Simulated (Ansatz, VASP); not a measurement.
## Hg in VASP and in Ansatz

```
Hg
1.0
     3.28104    0.00000    0.00000
    -1.64052    2.84146    0.00000
     0.00000    0.00000    4.95207
Hg
2
Direct
  0.66667 0.33333 0.75000
  0.33333 0.66667 0.25000
```

Alike in both runs: task single point; functional PBEsol; dispersion D3(BJ); k mesh 18 × 18 × 10; occupations gaussian, width 0.15 eV; no spin polarisation.

|  | VASP | Ansatz |
| --- | --- | --- |
| version | VASP 6.6.1 | Ansatz 0.2.0 |
| potentials or method | VASP PAW PBE potentials, release 64 (Hg), cutoff 520 eV | scalar-relativistic, plane waves, PAW |
| valence electrons in the cell | 24 | 40 |

|  | VASP | Ansatz | Ansatz less VASP |
| --- | --- | --- | --- |
| gap on the k mesh at the Fermi level (eV) | none | none | - |
| pressure (GPa) | -1.8 | -2.2 | -0.42 |
| traceless stress, the component that is largest in VASP (GPa) | 0.01 | -0.07 | -0.085 |

VASP's potentials were made for PBE, not for PBEsol. A gap of «none» marks a metal or a gap that the smearing closes. VASP's potentials hold 24 valence electrons a cell and Ansatz's 40, so a difference there can come from the potentials and not from the codes.

Spin-orbit coupling is off throughout.
